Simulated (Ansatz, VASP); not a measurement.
**One calculation of KF, two programs**

```xyz
2
Lattice="0.0000 2.7270 2.6735 2.6200 0.0000 2.6735 2.6200 2.7270 0.0000" Properties=species:S:1:pos:R:3 pbc="T T T"
K     0.0000    0.0000    0.0000
F     2.6200    2.7270    2.6735
```

Change from the starting cell: strain -0.0200 x Voigt [1, -1, 0, 0, 0, 0], atoms carried along.

Alike in both runs: task single point; functional PBE; k mesh 8 × 8 × 8; occupations gaussian, width 0.05 eV; no spin polarisation.

```csv
,VASP,Ansatz
version,VASP 6.6.1,Ansatz 0.2.0
potentials or method,"VASP PAW PBE potentials, release 64 (K_sv, F), cutoff 520 eV","scalar-relativistic, plane waves, PAW"
valence electrons in the cell,16,16
```

|  | VASP | Ansatz | Ansatz less VASP |
| --- | --- | --- | --- |
| gap on the k mesh at the Fermi level (eV) | 6.12 | 6.14 | +0.017 |
| least direct gap on the mesh (eV) | 6.12 | 6.14 | +0.017 |
| pressure (GPa) | 1.5 | 1.4 | -0.04 |
| traceless stress, the component that is largest in VASP (GPa) | 1.24 | 1.19 | -0.048 |

The functional is the same, so the differences come from potentials, cutoffs and numerics.
